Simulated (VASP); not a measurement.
Input of a VASP 6.6.1 run:

The input INCAR:

```
SYSTEM = Au
PREC     = Accurate       ! precision mode
ENCUT    = 520            ! plane-wave cutoff, eV
EDIFF    = 1E-6           ! SCF threshold, eV
ISMEAR   = 0              ! smearing method
SIGMA    = 0.15           ! smearing width, eV
LREAL    = .FALSE.        ! projectors in reciprocal space
LASPH    = .TRUE.         ! aspherical terms in the spheres
NELM     = 60             ! most SCF steps
ALGO     = Fast           ! electronic algorithm
ISIF     = 2              ! what is computed and relaxed
LWAVE    = .FALSE.        ! write WAVECAR
LCHARG   = .FALSE.        ! write CHGCAR
GGA      = PS             ! functional
NBANDS   = 18             ! bands
```

File KPOINTS:

```
Automatic mesh
0
G
  22 22 14
  0 0 0
```

POSCAR

```
Au
1.0
   -1.6210733944      1.6210733944      1.6210733944
    1.6210733944     -1.6210733944      1.6210733944
    3.2421467888      3.2421467888      0.0000000000
Au
2
Direct
   -0.0578320515     -0.0578320515      0.0000000000
    0.5578320515      0.5578320515      0.5000000000
```

Potentials or basis: VASP PAW PBE potentials, release 64 (Au).

Launch:

```console
$ cat potpaw_PBE.64/Au/POTCAR > POTCAR
$ mpirun -np 1 vasp_std > vasp.out
```

(1) Estimate the pressure.

(2) Estimate the largest force.

(3) What does it give for the band gap on the k mesh?

Results:

(1) 4.8 GPa.

(2) 1.155 eV/Å.

(3) zero (band 11 reaches 13.09 eV, above the bottom of band 12 at 6.60 eV).

Caveat: the cell differs from its parent crystal (mode 5 (92.8 1/cm) frozen in, largest displacement +0.188 Å); the PAW data sets were made with another functional, which shifts forces and pressure a little; spin-orbit coupling is left out, which moves the levels of the heavy elements.
